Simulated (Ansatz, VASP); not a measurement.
## One calculation of TaAg2Br6, two programs

```
CELL_PARAMETERS angstrom
0.00000 5.15206 5.15206
5.15206 0.00000 5.15206
5.15206 5.15206 0.00000
ATOMIC_POSITIONS crystal
Ta 0.00000 0.00000 0.00000
Ag 0.25000 0.25000 0.25000
Ag 0.75000 0.75000 0.75000
Br 0.75413 0.24587 0.24587
Br 0.24587 0.75413 0.24587
Br 0.24587 0.24587 0.75413
Br 0.24587 0.75413 0.75413
Br 0.75413 0.24587 0.75413
Br 0.75413 0.75413 0.24587
```

Alike in both runs: functional PBE; k mesh 6 × 6 × 6; occupations gaussian, width 0.1 eV; no spin polarisation.

Ansatz relaxed the structure, and its values are those at the end. VASP's run is a single point on that final structure, the one shown.

```csv
,VASP,Ansatz
version,VASP 6.6.1,Ansatz 0.2.0
potentials or method,"VASP PAW PBE potentials, release 64 (Ta_pv, Ag, Br), cutoff 520 eV","scalar-relativistic, plane waves, PAW"
valence electrons in the cell,75,93
```

```tsv
	VASP	Ansatz	Ansatz less VASP
gap on the k mesh at the Fermi level (eV)	none	none	-
pressure (GPa)	0.0	0.0	-0.02
rms of the force components (eV/Å)	0.006	0.000	-0.0059
```

A gap of «none» marks a metal or a gap that the smearing closes. VASP's potentials hold 75 valence electrons a cell and Ansatz's 93, so a difference there can come from the potentials and not from the codes.

Neither program's run includes spin-orbit coupling.
